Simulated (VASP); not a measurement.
Write the native input for VASP 6.6.1 that does the following.

* Task: single point
* Functional: PBE0
* Potentials or basis: VASP PAW PBE potentials, release 64 (Al)
* Cutoff: 520 eV
* k mesh: 6 × 7 × 6
* Occupations: fermi-dirac, width 0.05 eV
* Spin: no spin polarisation
* Dipole correction: no
* Grid for exact exchange (PRECFOCK): Normal
* Further INCAR settings: ALGO = Normal; EDIFF = 1e-07; NBANDS = 8
* Share of exact exchange: 0.25

The system is Al.

```
Al
1.0
    -0.02046    1.97065    2.04383
     2.00266    0.00997    2.01341
     2.05929    1.99687   -0.04667
Al
1
Cartesian
  0.0000 0.0000 0.0000
```

These files were run (other wordings do the same):

POSCAR

```
Al
1.0
   -0.0204552100      1.9706540500      2.0438328400
    2.0026569100      0.0099662700      2.0134113600
    2.0592944800      1.9968701300     -0.0466712900
Al
1
Direct
    0.0000000000      0.0000000000      0.0000000000
```

INCAR.step1

```
PREC = Accurate
ENCUT = 520
EDIFF = 1E-5
ISMEAR = -1
SIGMA = 0.05
LREAL = False
LASPH = True
NELM = 80
ALGO = Normal
ISIF = 2
LWAVE = True
LCHARG = False
NBANDS = 8
GGA = PE
```

INCAR.step2

```
PREC = Accurate
ENCUT = 520
EDIFF = 1E-7
ISMEAR = -1
SIGMA = 0.05
LREAL = False
LASPH = True
NELM = 80
ALGO = Normal
ISIF = 2
LWAVE = False
LCHARG = False
GGA = PE
LHFCALC = True
AEXX = 0.25
PRECFOCK = Normal
NBANDS = 8
ISTART = 1
```

KPOINTS

```
regular mesh
0
Gamma
  6 7 6
```

Potentials or basis: VASP PAW PBE potentials, release 64 (Al).

Command:

```bash
$ cat potpaw_PBE.64/Al/POTCAR > POTCAR
$ cp INCAR.step1 INCAR
$ mpirun -np 1 vasp_std > vasp.out
$ cp INCAR.step2 INCAR
$ mpirun -np 1 vasp_std > vasp.out
```

It gave:

```json
{"Pressure": "-1.8 GPa", "Band gap on the k mesh": "zero (an odd number of electrons rules out a gap without spin polarisation)"}
```

Caveat: the k points lie up to 0.45 Å⁻¹ apart, too coarse for converged energies and pressures of a metal; the PAW data sets were made with another functional, which shifts forces and pressure a little.

It took 21 min on 1 thread of AMD EPYC 7R43 64-Core Processor (Zen 3), on a shared host, peak memory 0.12 GiB.
